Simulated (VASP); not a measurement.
Runs of VASP 6.6.1 on Sn. The structure is that of space group Fd-3m (No. 227), or close to it. The cells are those of the table. This isn't the form of Sn at room conditions, which is tetragonal (white tin).

| cell | gap on the mesh (eV) | pressure (GPa) |
| --- | --- | --- |
| a = 4.774 Å, angles 60.0°, 2 atoms | none | -3.2 |
| a = 4.316, b = 4.316, c = 4.223 Å, angles 60.7, 60.7, 58.6°, 2 atoms | none | 16.5 |
| a = 4.957 Å, angles 60.0°, 2 atoms | none | -5.3 |
| a = 4.223 Å, angles 60.0°, 2 atoms | - | (b) |
| a = 4.406 Å, angles 60.0°, 2 atoms | - | (a) |

Alike in all rows: task single point; level PBEsol; potentials or basis VASP PAW PBE potentials, release 64 (Sn_d); no spin polarisation; k mesh 12 × 12 × 12; cutoff (eV) 520; smearing gaussian 0.15 eV.

Question: Fill in the values left out.

Answer: (a) 8.4; (b) 21.8.

Caveats: the PAW data sets were made with another functional, which shifts forces and pressure a little; spin-orbit coupling is left out, which moves the levels of the heavy elements; the cell stands under pressure (at least some runs); the cell stands under tension (at least some runs).

A k mesh can miss the band edges, and the runs leave out spin-orbit coupling on Sn.

A gap of «none» marks levels without a gap at the run's occupations.
